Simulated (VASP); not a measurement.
## Tl: single point with PBE+D3(BJ)

Crystal: Tl.

```
Tl
1.0
     0.00000    2.37251    2.37251
     2.37251    0.00000    2.37251
     2.37251    2.37251    0.00000
Tl
1
Direct
  0.00000 0.00000 0.00000
```

This isn't the form of Tl at room conditions, which is hcp.

- Program: VASP 6.6.1
- Task: single point
- Functional: PBE
- Dispersion: D3(BJ)
- Potentials or basis: VASP PAW PBE potentials, release 64 (Tl_d)
- Cutoff: 520 eV
- k mesh: 14 × 14 × 14
- Occupations: gaussian, width 0.1 eV
- Spin: no spin polarisation

```yaml
Pressure: 3.9 GPa
Band_gap_on_the_k_mesh: zero (an odd number of electrons rules out a gap without spin polarisation)
Dispersion_energy_per_atom: -0.368 eV
```

Levels at points of the mesh, in eV from the Fermi level:
```
           k point  band 3  band 4  band 5  band 6  band 7  band 8  band 9  band 10
(0.00, 0.00, 0.00)  -11.68  -11.35  -11.35  -10.49   10.91   10.91   10.91    11.08
(0.50, 0.00, 0.00)  -11.66  -11.06  -11.06   -5.25   -3.17    8.72    8.72    10.50
(0.50, 0.50, 0.00)  -11.08  -10.98  -10.98   -3.38   -2.01    4.23    4.23     7.93
```

It took 19 s on 1 thread of Intel(R) Xeon(R) Platinum 8488C (Sapphire Rapids) (shared host), peak memory 0.18 GiB.

Caveat: the cell stands under pressure; spin-orbit coupling is left out, which moves the levels of the heavy elements.
